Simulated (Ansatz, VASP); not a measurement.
Al: VASP beside Ansatz

```
CELL_PARAMETERS angstrom
2.80600 0.00000 0.00000
-1.40300 2.43007 0.00000
0.00000 0.00000 9.29454
ATOMIC_POSITIONS crystal
Al 0.00000 0.00000 0.00000
Al 0.33333 0.66667 0.25000
Al 0.00000 0.00000 0.50000
Al 0.66667 0.33333 0.75000
```

Alike in both runs: functional LDA; k mesh 9 × 9 × 3; occupations fermi-dirac, width 0.1 eV; no spin polarisation.

Ansatz relaxed the structure, and its values are those at the end. VASP's run is a single point on that final structure, the one shown.

|  | VASP | Ansatz |
| --- | --- | --- |
| version | VASP 6.6.1 | Ansatz 0.2.0 |
| potentials or method | VASP PAW LDA potentials, release 64 (Al) | plane waves, PAW |
| plane-wave cutoff (eV) | 520 | 420 |
| valence electrons in the cell | 12 | 12 |

Ansatz gave:

- pressure (GPa): 0.0

Which values does VASP return?

Pressure (GPa): 0.1.

LDA's correlation is that of Perdew and Zunger in VASP and of Perdew and Wang (1992) in Ansatz. Ansatz's warnings: stress scf threshold loose.
